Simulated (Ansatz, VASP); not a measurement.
# Two plane-wave programs on WC

File INCAR:

```
ALGO     = Normal         # electronic algorithm
EDIFF    = 1E-6           # SCF threshold, eV
ENCUT    = 520            # plane-wave cutoff, eV
GGA      = PE             # functional
ISIF     = 2              # what is computed and relaxed
ISMEAR   = 0              # smearing method
LASPH    = T              # aspherical terms in the spheres
LCHARG   = F              # write CHGCAR
LREAL    = F              # projectors in reciprocal space
LWAVE    = F              # write WAVECAR
NBANDS   = 16             # bands
NELM     = 100            # most SCF steps
PREC     = Accurate       # precision mode
SIGMA    = 0.15           # smearing width, eV
```

The input KPOINTS:

```
k-points
0
Gamma
  24 24 22
```

Contents of POSCAR:

```
WC
1.0
    2.9217716510      0.0000000000      0.0000000000
   -1.4608858255      2.5303284738      0.0000000000
    0.0000000000      0.0000000000      2.8470758829
W C
1 1
Direct
    0.0000000000      0.0000000000      0.0000000000
    0.6666666667      0.3333333333      0.5000000000
```

Input for Ansatz:

```yaml
crystal:
  lattice:
    - [2.921771651, 0.0, 0.0]
    - [-1.4608858255, 2.5303284738, 0.0]
    - [0.0, 0.0, 2.8470758829]
  atoms:
    - { symbol: W, position: [0.0, 0.0, 0.0] }
    - { symbol: C, position: [0.6666666667, 0.3333333333, 0.5] }
basis:
  ecutwfc: 420
kpoints:
  mp_grid: { grid: [24, 24, 22] }
hamiltonian:
  xc: pbe
scf:
  occupations: { method: gaussian, width: 0.15 }
output:
  forces: true
  stress: true
  eigenvalues: true
```

Alike in both runs: task single point; functional PBE; k mesh 24 × 24 × 22; occupations gaussian, width 0.15 eV; no spin polarisation.

|  | VASP | Ansatz |
| --- | --- | --- |
| version | VASP 6.6.1 | Ansatz 0.2.0 |
| potentials or method | VASP PAW PBE potentials, release 64 (W_sv, C), cutoff 520 eV | scalar-relativistic, plane waves, PAW |
| valence electrons in the cell | 18 | 18 |

Ansatz gave:

* gap on the k mesh at the Fermi level (eV): none
* pressure (GPa): 0.0
* traceless stress, the component that is largest in VASP (GPa): -0.18

Problem. Estimate VASP's values.

Solution. gap on the k mesh at the Fermi level (eV): none; pressure (GPa): 1.1; traceless stress, the component that is largest in VASP (GPa): 0.01.

A gap of «none» marks a metal or a gap that the smearing closes.

Spin-orbit coupling is off throughout.
